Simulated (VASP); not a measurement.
# AlP (F-43m) in VASP: a series of runs

The runs below take AlP through relaxation of cell and atoms, with PBEsol.

All numbers are computed with VASP 6.6.1; they aren't measurements. Logs are shortened: lines on timing, memory, paths and dates and some standing lists are left out, and cuts for length are marked.

## (1) The cell of the first run

It takes space group F-43m (No. 216, cubic). The conventional cell has a = 5.470 Å, b = 5.470 Å, c = 5.470 Å, α = 90.00°, β = 90.00°, γ = 90.00°. Al (site symmetry -43m) has 4 P at 2.37 Å within 3.1 Å. P (site symmetry -43m) has 4 Al at 2.37 Å within 3.1 Å.

## (2) Relaxation of cell and atoms, PBEsol, target pressure 1 GPa, at which the enthalpy is minimised

INCAR reads:

```
PREC     = Accurate       # precision mode
ENCUT    = 500            # plane-wave cutoff, eV
EDIFF    = 1E-7           # SCF threshold, eV
ISMEAR   = 0              # smearing method
SIGMA    = 0.01           # smearing width, eV
LREAL    = False          # projectors in reciprocal space
LASPH    = True           # aspherical terms in the spheres
NELM     = 120            # most SCF steps
ALGO     = Normal         # electronic algorithm
ISIF     = 3              # what is computed and relaxed
LWAVE    = False          # write WAVECAR
LCHARG   = False          # write CHGCAR
GGA      = PS             # functional
IBRION   = 2              # ionic algorithm
NSW      = 100            # ionic steps
EDIFFG   = -0.002         # ionic threshold
PSTRESS  = 10.0         
GGA_COMPAT= False        
NELMIN   = 4
```

KPOINTS reads:

```
Automatic mesh
0
Gamma
  8 8 8
```

POSCAR reads:

```
AlP
1.0
    0.0000000000      2.7351213398      2.7351213398
    2.7351213398      0.0000000000      2.7351213398
    2.7351213398      2.7351213398      0.0000000000
Al P
1 1
Direct
    0.0000000000      0.0000000000      0.0000000000
    0.7500000000      0.7500000000      0.7500000000
```

Potentials or basis: VASP PAW PBE potentials, release 64 (Al, P).

Run with:

```bash
> cat potpaw_PBE.64/Al/POTCAR potpaw_PBE.64/P/POTCAR > POTCAR
> mpirun -np 1 vasp_std > vasp.out
```

OUTCAR:

```text
PREC = Accurate
   ENCUT = 500
   EDIFF = 1E-7
   ISMEAR = 0
   LREAL = False
   LASPH = True
   NELM = 120
   ISIF = 3
   GGA = PS
   IBRION = 2
   NSW = 100
   EDIFFG = -0.002
   PSTRESS = 10.0
   NELMIN = 4

 ion  position               nearest neighbor table
   1  0.000  0.000  0.000-   2 2.37   2 2.37   2 2.37   2 2.37
   2  0.750  0.750  0.750-   1 2.37   1 2.37   1 2.37   1 2.37

  LATTYP: Found a face centered cubic cell.
 ALAT       =     5.4702426796

  Lattice vectors:

 A1 = (   0.0000000000,   2.7351213398,   2.7351213398)
 A2 = (   2.7351213398,   0.0000000000,   2.7351213398)
 A3 = (   2.7351213398,   2.7351213398,   0.0000000000)

Analysis of symmetry for initial positions (statically):
=====================================================================
 Subroutine PRICEL returns:
 Original cell was already a primitive cell.

 Routine SETGRP: Setting up the symmetry group for a
 face centered cubic supercell.

 Subroutine GETGRP returns: Found 24 space group operations
 (whereof 24 operations were pure point group operations)
 out of a pool of 48 trial point group operations.

The static configuration has the point symmetry T_d .

Analysis of symmetry for dynamics (positions and initial velocities):
=====================================================================
 Subroutine PRICEL returns:
 Original cell was already a primitive cell.

 Routine SETGRP: Setting up the symmetry group for a
 face centered cubic supercell.

 Subroutine GETGRP returns: Found 24 space group operations
 (whereof 24 operations were pure point group operations)
 out of a pool of 48 trial point group operations.

The dynamic configuration has the point symmetry T_d .

 Subroutine INISYM returns: Found 24 space group operations
 (whereof 24 operations are pure point group operations),
 and found     1 'primitive' translations

----------------------------------------------------------------------------------------

                                     Primitive cell

  volume of cell :      40.9223

  direct lattice vectors                    reciprocal lattice vectors
[... 94 lines left out ...]
   ISYM   =      2    0-nonsym 1-usesym 2-fastsym
   POTIM  = 0.5000    time-step for ionic-motion
   TEBEG  =    0.0;   TEEND  =   0.0 temperature during run
   PSTRESS=   10.0 pullay stress
   NELECT =       8.0000    total number of electrons
   NUPDOWN=      -1.0000    fix difference up-down
   EMIN   =  10.00;   EMAX   =-10.00  energy-range for DOS
   EFERMI =   0.00;   METHOD = LEGACY
   ISMEAR =     0;   SIGMA  =   0.01  broadening in eV -4-tet -1-fermi 0-gaus
   EFERMI_NEDOS =   21; number of points for ismear=-14 and -15
   IALGO  =     38    algorithm
   IMIX   =      4    mixing-type and parameters
     AMIX     =   0.40;   BMIX     =  1.00
     AMIX_MAG =   1.60;   BMIX_MAG =  1.00
  volume/ion in A,a.u.               =      20.46       138.08
  Fermi-wavevector in a.u.,A,eV,Ry     =   0.950134  1.795493 12.282724  0.902755
  Thomas-Fermi vector in A             =   2.078482
   LORBIT       =      0    0 simple, 1 ext, 2 COOP (PROOUT), +10 PAW based schemes
   GGA     = PS    functional components
   LHFCALC =     F    Hartree Fock is set to
   AEXX    =    0.0000 exact exchange contribution
   IVDW    =     0    specifies the selected vdW correction
   LEPSILON=     F    determine dielectric tensor
   LRPA    =     F    only Hartree local field effects (RPA)
 conjugate gradient relaxation of ions
 non-spin polarized calculation
 Gauss-broadening in eV      SIGMA  =   0.01
  energy-cutoff  :      500.00
  volume of cell :       40.92
 maximum number of plane-waves:      1056
   NGX = 15   NGY = 15   NGZ = 15

--------------------------------------- Ionic step        1  -------------------------------------------

 number of electron       8.0000000 magnetization

 Free energy of the ion-electron system (eV)
  ---------------------------------------------------
  ext. energy  EPLUGINS =         0.00000000
  ---------------------------------------------------
  free energy    TOTEN  =       -10.99516419 eV

  energy without entropy =      -10.99516419  energy(sigma->0) =      -10.99516419

------------------------ aborting loop because EDIFF is reached ----------------------------------------

  FORCE on cell =-STRESS in cart. coord.  units (eV):
  Direction    XX          YY          ZZ          XY          YZ          ZX
  --------------------------------------------------------------------------------------
  -------------------------------------------------------------------------------------
  Total        0.0117266      0.0117266      0.0117266      0.0000000      0.0000000      0.0000000
  in kB        0.4591157      0.4591157      0.4591157      0.0000000      0.0000000      0.0000000
  external PRESSURE =      -9.5408843 kB  Pullay stress =      10.0000000 kB
[... 63 lines left out ...]
--------------------------------------- Ionic step        3  -------------------------------------------

 number of electron       8.0000000 magnetization

 Free energy of the ion-electron system (eV)
  ---------------------------------------------------
  ext. energy  EPLUGINS =         0.00000000
  ---------------------------------------------------
  free energy    TOTEN  =       -10.99375215 eV

  energy without entropy =      -10.99375215  energy(sigma->0) =      -10.99375215

 E-fermi :   4.6739     XC(G=0):  -9.3845

 val. band max:        4.5822491779   @ k =   0.0000   0.0000   0.0000
 cond. band min:       6.0106084824   @ k =   0.5000   0.5000   0.0000
 fundamental gap:      1.4283593045
 Fermi energy:         4.6738972781

 k-point     1 :       0.0000    0.0000    0.0000
  band No.  band energies     occupation
      1      -6.9750      2.00000
      2       4.5822      2.00000
      3       4.5822      2.00000
      4       4.5822      2.00000
      5       7.8286      0.00000
      6       9.1016      0.00000
      7       9.1016      0.00000
      8       9.1016      0.00000
[... 243 lines left out ...]
 k-point    24 :      -0.3750    0.2500    0.1250
  band No.  band energies     occupation
      1      -4.9453      2.00000
      2      -0.6491      2.00000
      3       1.9405      2.00000
      4       3.0695      2.00000
      5       8.4520      0.00000
      6       9.0358      0.00000
      7      11.4377      0.00000
      8      12.2325      0.00000

 [... further k-points ...]

------------------------ aborting loop because EDIFF is reached ----------------------------------------

  FORCE on cell =-STRESS in cart. coord.  units (eV):
  Direction    XX          YY          ZZ          XY          YZ          ZX
  --------------------------------------------------------------------------------------
  -------------------------------------------------------------------------------------
  Total        0.2536535      0.2536535      0.2536535      0.0000000      0.0000000     -0.0000000
  in kB       10.0381132     10.0381132     10.0381132      0.0000000      0.0000000     -0.0000000
  external PRESSURE =       0.0381132 kB  Pullay stress =      10.0000000 kB
[... 21 lines left out ...]
  energy  without entropy=      -10.9937521504  energy(sigma->0) =      -10.99375215

  enthalpy is  TOTEN    =       -10.7410617392 eV   P V=        0.2526904111

 reached required accuracy - stopping structural energy minimisation
```

OSZICAR:

```text
N       E                     dE             d eps       ncg     rms          rms(c)
DAV:   1     0.100400947474E+02    0.10040E+02   -0.30647E+03   464   0.732E+02
DAV:   2    -0.108807171531E+02   -0.20921E+02   -0.20405E+02   632   0.883E+01
DAV:   3    -0.113593870840E+02   -0.47867E+00   -0.47867E+00   608   0.179E+01
[... 24 lines left out ...]
DAV:   3    -0.109937639292E+02    0.98964E-04   -0.36970E-04   576   0.100E-01    0.198E-02
DAV:   4    -0.109937564004E+02    0.75288E-05   -0.90333E-06   520   0.219E-02    0.164E-02
DAV:   5    -0.109937525086E+02    0.38918E-05   -0.29772E-06   560   0.996E-03    0.698E-03
DAV:   6    -0.109937522275E+02    0.28107E-06   -0.98835E-08   368   0.257E-03    0.229E-03
DAV:   7    -0.109937521504E+02    0.77162E-07   -0.23180E-08   232   0.109E-03
   3 F= -.10741062E+02 E0= -.10741062E+02  d E =-.131420E-02
```

CONTCAR:

```text
AlP
   1.00000000000000
     0.0000000000000000    2.7253552228236413    2.7253552228236413
     2.7253552228236413    0.0000000000000000    2.7253552228236413
     2.7253552228236413    2.7253552228236413    0.0000000000000000
  Al              P
     1     1
Direct
     0.0000000000000000    0.0000000000000000    0.0000000000000000
     0.7500000000000000    0.7500000000000000    0.7500000000000000

  0.00000000E+00  0.00000000E+00  0.00000000E+00
  0.00000000E+00  0.00000000E+00  0.00000000E+00
```

Run time: 20 s. Hardware: 1 thread of Intel Xeon Platinum 8375C at 2.90GHz (Ice Lake), shared host; peak memory 0.15 GiB.

Results:

| Quantity | Value |
| --- | --- |
| Free energy | -10.9938 eV |
| Relaxed volume | 20.24 Å³/atom |
| Relaxed cell | a = 3.854 Å, b = 3.854 Å, c = 3.854 Å, α = 60.00°, β = 60.00°, γ = 60.00° |
| Space group after relaxing (to 0.1 Å) | F-43m (No. 216) |
| Energy change on relaxing (the run minimises the enthalpy) | +0.7 meV/atom |
| Ionic steps | 3 |
| Pressure after relaxing | 1.0 GPa |
| Band gap on the k mesh | 1.43 eV (least direct gap 3.25 eV) |

The path:
```csv
step,energy change (eV),largest force (eV/Å),pressure (GPa),volume (Å³)
1,0.0000,0.0000,0.05,40.92
2,0.0037,0.0000,1.65,40.20
3,0.0014,0.0000,1.00,40.49
```

Final structure:
```cif
data_structure
_symmetry_space_group_name_H-M 'P 1'
_symmetry_Int_Tables_number 1
_cell_length_a 3.8542
_cell_length_b 3.8542
_cell_length_c 3.8542
_cell_angle_alpha 60.000
_cell_angle_beta 60.000
_cell_angle_gamma 60.000
_cell_volume 40.49
loop_
_atom_site_label
_atom_site_type_symbol
_atom_site_fract_x
_atom_site_fract_y
_atom_site_fract_z
_atom_site_occupancy
Al1 Al 0.00000 0.00000 0.00000 1
P1 P 0.75000 0.75000 0.75000 1
```

Levels at points of the mesh, in eV from the valence-band top:
```tsv
k point	band 2	band 3	band 4	band 5	band 6	band 7
(0.00, 0.00, 0.00)	0.00	0.00	0.00	3.25	4.52	4.52
(0.50, 0.00, 0.00)	-5.60	-0.77	-0.77	2.75	4.75	4.75
(0.50, 0.50, 0.00)	-5.36	-2.13	-2.13	1.43	2.37	11.04
```

Caveat: the cell is relaxed towards a set pressure, so the run minimises the enthalpy, not the energy; the PAW data sets were made with another functional, which shifts forces and pressure a little. A k mesh can miss the band edges.

## (3) Relaxation of cell and atoms, PBEsol, target pressure 2 GPa, at which the enthalpy is minimised

INCAR reads:

```
  PREC = Accurate
  ENCUT = 500
  EDIFF = 1E-7
  ISMEAR = 0
  SIGMA = 0.01
  LREAL = F
  LASPH = T
  NELM = 120
  ALGO = Normal
  ISIF = 3
  LWAVE = F
  LCHARG = F
  GGA = PS
  IBRION = 2
  NSW = 100
  EDIFFG = -0.002
  PSTRESS = 20.0
  GGA_COMPAT = F
  NELMIN = 4
```

KPOINTS reads:

```
regular mesh
0
Gamma
  8 8 8
```

POSCAR is that of step 2.

Potentials or basis: VASP PAW PBE potentials, release 64 (Al, P).

Run with:

```bash
> cat potpaw_PBE.64/Al/POTCAR potpaw_PBE.64/P/POTCAR > POTCAR
> mpirun -np 1 vasp_std > vasp.out
```

Wall time 18 s (1 thread of Intel Xeon Platinum 8375C at 2.90GHz (Ice Lake), shared host); peak memory 0.15 GiB.

The run converged. Its results:

| Quantity | Value |
| --- | --- |
| Free energy | -10.9897 eV |
| Relaxed volume | 20.03 Å³/atom |
| Relaxed cell | a = 3.840 Å, b = 3.840 Å, c = 3.840 Å, α = 60.00°, β = 60.00°, γ = 60.00° |
| Space group after relaxing (to 0.1 Å) | F-43m (No. 216) |
| Energy change on relaxing (the run minimises the enthalpy) | +2.7 meV/atom |
| Ionic steps | 3 |
| Pressure after relaxing | 2.0 GPa |
| Band gap on the k mesh | 1.41 eV (least direct gap 3.34 eV) |

Step by step:
| step | energy change (eV) | largest force (eV/Å) | pressure (GPa) | volume (Å³) |
| --- | --- | --- | --- | --- |
| 1 | 0.0000 | 0.0000 | 0.05 | 40.92 |
| 2 | 0.0155 | 0.0000 | 3.46 | 39.46 |
| 3 | 0.0054 | 0.0000 | 2.00 | 40.05 |

Final structure:
```
Al P
1.0
     0.00000    2.71563    2.71563
     2.71563    0.00000    2.71563
     2.71563    2.71563    0.00000
Al P
1 1
Cartesian
  0.0000 0.0000 0.0000
  4.0734 4.0734 4.0734
```

Levels at points of the mesh, in eV from the valence-band top:
```
           k point  band 2  band 3  band 4  band 5  band 6  band 7
(0.00, 0.00, 0.00)    0.00    0.00    0.00    3.34    4.53    4.53
(0.50, 0.00, 0.00)   -5.65   -0.78   -0.78    2.79    4.75    4.75
(0.50, 0.50, 0.00)   -5.40   -2.16   -2.16    1.41    2.36   11.13
```

Caveat: the cell is relaxed towards a set pressure, so the run minimises the enthalpy, not the energy; the PAW data sets were made with another functional, which shifts forces and pressure a little.

## (4) Relaxation of cell and atoms, PBEsol, target pressure 4 GPa, at which the enthalpy is minimised

INCAR reads:

```
SYSTEM = AlP
PREC = Accurate
ENCUT = 500
EDIFF = 1E-7
ISMEAR = 0
SIGMA = 0.01
LREAL = .False.
LASPH = .True.
NELM = 120
ALGO = Normal
ISIF = 3
LWAVE = .False.
LCHARG = .False.
GGA = PS
IBRION = 2
NSW = 100
EDIFFG = -0.002
PSTRESS = 40.0
GGA_COMPAT = .False.
NELMIN = 4
```

KPOINTS reads:

```
Automatic mesh
0
Gamma
  8 8 8
  0 0 0
```

POSCAR is that of step 3.

Run with:

```bash
> cat potpaw_PBE.64/Al/POTCAR potpaw_PBE.64/P/POTCAR > POTCAR
> mpirun -np 1 vasp_std > vasp.out
```

It took 18 s on 1 thread of Intel Xeon Platinum 8375C at 2.90GHz (Ice Lake), shared host; peak memory 0.15 GiB.

It converged, with:

* Free energy: -10.9749 eV
* Relaxed volume: 19.63 Å³/atom
* Relaxed cell: a = 3.815 Å, b = 3.815 Å, c = 3.815 Å, α = 60.00°, β = 60.00°, γ = 60.00°
* Space group after relaxing (to 0.1 Å): F-43m (No. 216)
* Energy change on relaxing (the run minimises the enthalpy): +10.1 meV/atom
* Ionic steps: 3
* Pressure after relaxing: 4.0 GPa
* Band gap on the k mesh: 1.37 eV (least direct gap 3.51 eV)

The path:
| step | energy change (eV) | largest force (eV/Å) | pressure (GPa) | volume (Å³) |
| --- | --- | --- | --- | --- |
| 1 | 0.0000 | 0.0000 | 0.05 | 40.92 |
| 2 | 0.0650 | 0.0000 | 7.55 | 38.00 |
| 3 | 0.0202 | 0.0000 | 3.99 | 39.26 |

Final structure:
```yaml
crystal:
  lattice:
    - [0.00000, 2.69752, 2.69752]
    - [2.69752, 0.00000, 2.69752]
    - [2.69752, 2.69752, 0.00000]
  atoms:
    - { symbol: Al, position: [0.00000, 0.00000, 0.00000] }
    - { symbol: P, position: [0.75000, 0.75000, 0.75000] }
```

Levels at points of the mesh, in eV from the valence-band top:
```
           k point  band 1  band 2  band 3  band 4  band 5  band 6  band 7  band 8
(0.00, 0.00, 0.00)  -11.74    0.00    0.00    0.00    3.51    4.56    4.56    4.56
(0.50, 0.00, 0.00)   -9.95   -5.75   -0.79   -0.79    2.87    4.76    4.76    8.18
(0.50, 0.50, 0.00)   -9.24   -5.47   -2.20   -2.20    1.37    2.35   11.30   11.30
```

Caveat: the cell is relaxed towards a set pressure, so the run minimises the enthalpy, not the energy; the PAW data sets were made with another functional, which shifts forces and pressure a little.

## (5) Summary

```csv
cell,gap on the mesh (eV),pressure (GPa)
relaxed to 1 GPa,1.43,1.0
relaxed to 2 GPa,1.41,2.0
relaxed to 4 GPa,1.37,4.0
```

Alike in all rows: task relaxation of cell and atoms; level PBEsol; potentials or basis VASP PAW PBE potentials, release 64 (Al, P); no spin polarisation; k mesh 8 × 8 × 8; cutoff (eV) 500; smearing gaussian 0.01 eV.

Caveats: the cell is relaxed towards a set pressure, so the run minimises the enthalpy, not the energy; the PAW data sets were made with another functional, which shifts forces and pressure a little.

Total energies depend on the potentials used, so only differences within one code and one set of settings carry meaning.
